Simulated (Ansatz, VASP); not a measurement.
## Two plane-wave programs on Ge

Contents of INCAR:

```
PREC     = Accurate       # precision mode
ENCUT    = 520            # plane-wave cutoff, eV
EDIFF    = 1E-6           # SCF threshold, eV
ISMEAR   = 0              # smearing method
SIGMA    = 0.15           # smearing width, eV
LREAL    = False          # projectors in reciprocal space
LASPH    = True           # aspherical terms in the spheres
NELM     = 60             # most SCF steps
ALGO     = Normal         # electronic algorithm
ISIF     = 2              # what is computed and relaxed
LWAVE    = False          # write WAVECAR
LCHARG   = False          # write CHGCAR
GGA      = PS             # functional
NBANDS   = 21             # bands
```

KPOINTS

```
Automatic mesh
0
Gamma
  14 14 14
```

Contents of POSCAR:

```
Ge
1.0
    0.0000000000      2.7934103750      2.8287700000
    2.8641296250      0.0000000000      2.8287700000
    2.8641296250      2.7934103750      0.0000000000
Ge
2
Direct
    0.5000000000      0.5000000000      0.5000000000
    0.7500000000      0.7500000000      0.7500000000
```

Input for Ansatz:

```yaml
crystal:
  lattice:
    - [0.0, 2.793410375, 2.82877]
    - [2.864129625, 0.0, 2.82877]
    - [2.864129625, 2.793410375, 0.0]
  atoms:
    - { symbol: Ge, position: [0.5, 0.5, 0.5] }
    - { symbol: Ge, position: [0.75, 0.75, 0.75] }
basis:
  ecutwfc: 420
kpoints:
  mp_grid: { grid: [14, 14, 14] }
hamiltonian:
  xc: pbesol
scf:
  occupations: { method: gaussian, width: 0.15 }
output:
  forces: true
  stress: true
  eigenvalues: true
```

Change from the starting cell: strain +0.0125 x Voigt [1, -1, 0, 0, 0, 0], atoms carried along.

Alike in both runs: task single point; functional PBEsol; k mesh 14 × 14 × 14; occupations gaussian, width 0.15 eV; no spin polarisation.

|  | VASP | Ansatz |
| --- | --- | --- |
| version | VASP 6.6.1 | Ansatz 0.2.0 |
| potentials or method | VASP PAW PBE potentials, release 64 (Ge_d), cutoff 520 eV | scalar-relativistic, plane waves, PAW |
| valence electrons in the cell | 28 | 28 |

VASP gave:

| Item | Value |
| --- | --- |
| gap on the k mesh at the Fermi level (eV) | 0.09 |
| least direct gap on the mesh (eV) | 0.09 |
| pressure (GPa) | 0.3 |
| traceless stress, the component that is largest in VASP (GPa) | -0.90 |

Question: Estimate Ansatz's values.

Answer: gap on the k mesh at the Fermi level (eV): 0.09; least direct gap on the mesh (eV): 0.09; pressure (GPa): 0.7; traceless stress, the component that is largest in VASP (GPa): -0.90.

VASP's potentials were made for PBE, not for PBEsol. With one functional, cell and mesh, what is left measures potentials, basis and numerics.
